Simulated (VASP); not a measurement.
Wanted: the native input for a VASP 6.6.1 run.

```yaml
Task: single point
Functional: PBE
Potentials_or_basis: VASP PAW PBE potentials, release 64 (Zn, Cu)
Cutoff: 600 eV
k_mesh: 9 × 9 × 9
Occupations: methfessel-paxton, width 0.1 eV
Spin: no spin polarisation
Dipole_correction: no
Further_INCAR_settings: ALGO = Normal; EDIFF = 1e-06; NBANDS = 18
```

The structure of ZnCu lies in POSCAR:

```
ZnCu
1.0
    2.9450000000      0.0000000000      0.0000000000
    0.0000000000      2.9450000000      0.0000000000
    0.0000000000      0.0000000000      2.9450000000
Zn Cu
1 1
Direct
    0.5000000000      0.5000000000      0.5000000000
    0.0000000000      0.0000000000      0.0000000000
```

These files were run (other wordings do the same):

INCAR

```
SYSTEM = ZnCu
ALGO = Normal ; EDIFF = 1E-6
ENCUT = 600 ; GGA = PE
GGA_COMPAT = .FALSE. ; ISIF = 2
ISMEAR = 1 ; LASPH = .TRUE.
LCHARG = .TRUE. ; LELF = .TRUE.
LREAL = .FALSE. ; LVHAR = .TRUE.
LWAVE = .FALSE. ; NBANDS = 18
NELM = 120 ; PREC = Accurate
SIGMA = 0.1
```

KPOINTS

```
k-points
0
G
  9 9 9
  0 0 0
```

Potentials or basis: VASP PAW PBE potentials, release 64 (Zn, Cu).

The run is started by

```sh
$ cat potpaw_PBE.64/Zn/POTCAR potpaw_PBE.64/Cu/POTCAR > POTCAR
$ mpirun -np 1 vasp_std > vasp.out
```

Results of the run:

```
Pressure               : 3.0 GPa
Band gap on the k mesh : zero (an odd number of electrons rules out a gap without spin polarisation)
```

Caveat: the cell stands under pressure.

Wall time 6.3 s on 1 thread of Intel(R) Xeon(R) 6975P-C (Granite Rapids) (shared host), peak memory 0.15 GiB.
